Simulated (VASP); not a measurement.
Here is a VASP 6.6.1 calculation.

Contents of INCAR:

```
PREC = Accurate
ENCUT = 600
EDIFF = 1E-6
ISMEAR = 0
SIGMA = 0.15
LREAL = False
LASPH = True
NELM = 120
ALGO = Normal
ISIF = 2
LWAVE = False
LCHARG = False
GGA = PE
NBANDS = 41
GGA_COMPAT = False
```

Contents of KPOINTS:

```
regular mesh
0
Gamma
  2 2 3
```

Contents of POSCAR:

```
MgCd3Se4
1.0
    4.0445262995     -5.6322082603      0.0000000000
    4.0445262995      5.6322082603      0.0000000000
    0.0000000000      0.0000000000      4.0699862459
Mg Cd Se
1 3 4
Direct
    0.5000000000      0.5000000000      0.0000000000
    0.0000000000      0.5000000000      0.5000000000
    0.5000000000      0.0000000000      0.5000000000
    0.0000000000      0.0000000000      0.0000000000
    0.2516936813      0.7483063187      0.0000000000
    0.7420688526      0.7420688526      0.5000000000
    0.2579311474      0.2579311474      0.5000000000
    0.7483063187      0.2516936813      0.0000000000
```

Potentials or basis: VASP PAW PBE potentials, release 64 (Mg, Cd, Se).

The run is started by

```bash
$ cat potpaw_PBE.64/Mg/POTCAR potpaw_PBE.64/Cd/POTCAR potpaw_PBE.64/Se/POTCAR > POTCAR
$ mpirun -np 1 vasp_std > vasp.out
```

(1) Predict the largest force.

(2) Estimate the band gap on the k mesh.

(3) What does it give for the pressure?

Answers

(1) 0.090 eV/Å.

(2) 0.13 eV.

(3) 0.0 GPa.

Caveat: the k points lie up to 0.51 Å⁻¹ apart.
